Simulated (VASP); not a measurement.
Crystal: Mo.

```
CELL_PARAMETERS angstrom
2.83797 0.00000 0.00000
-1.41899 2.45776 0.00000
0.00000 0.00000 9.13430
ATOMIC_POSITIONS crystal
Mo 0.00000 0.00000 0.00000
Mo 0.00000 0.00000 0.50000
Mo 0.33333 0.66667 0.75000
Mo 0.66667 0.33333 0.25000
```

This isn't the form of Mo at room conditions, which is bcc.

| Item | Value |
| --- | --- |
| Program | VASP 6.6.1 |
| Task | relaxation of cell and atoms |
| Functional | PBE |
| Potentials or basis | VASP PAW PBE potentials, release 64 (Mo_sv) |
| Cutoff | 600 eV |
| k mesh | 9 × 9 × 2 |
| Occupations | gaussian, width 0.1 eV |
| Spin | no spin polarisation |

At the start: pressure 1.1 GPa; volume 15.93 Å³/atom.

Task: Where does the relaxation end?

Result: Over 10 steps the energy falls by 19.8 meV/atom and the volume is 16.07 Å³/atom (+0.9 %); space group P6_3/mmc (No. 194, to 0.1 Å) before and after.

The path:
| step | energy change (eV) | largest force (eV/Å) | pressure (GPa) | volume (Å³) |
| --- | --- | --- | --- | --- |
| 1 | 0.0000 | 0.0000 | 1.08 | 63.71 |
| 2 | -0.0122 | 0.0000 | -2.53 | 64.70 |
| 3 | -0.0124 | 0.0000 | -3.08 | 64.86 |
| 4 | -0.0191 | 0.0000 | -3.09 | 64.87 |
| 5 | -0.0432 | 0.0000 | -2.86 | 64.88 |
| 6 | -0.0743 | 0.0000 | -2.16 | 64.87 |
| 7 | -0.0744 | 0.0000 | -2.34 | 64.87 |
| 8 | -0.0748 | 0.0000 | -2.27 | 64.87 |
| 9 | -0.0790 | 0.0000 | -0.52 | 64.38 |
| 10 | -0.0791 | 0.0000 | -0.14 | 64.27 |

Final structure:
```
CELL_PARAMETERS angstrom
2.77455 0.00000 0.00000
-1.38728 2.40283 0.00000
0.00000 0.00000 9.64050
ATOMIC_POSITIONS crystal
Mo 0.00000 0.00000 0.00000
Mo 0.00000 0.00000 0.50000
Mo 0.33333 0.66667 0.75000
Mo 0.66667 0.33333 0.25000
```
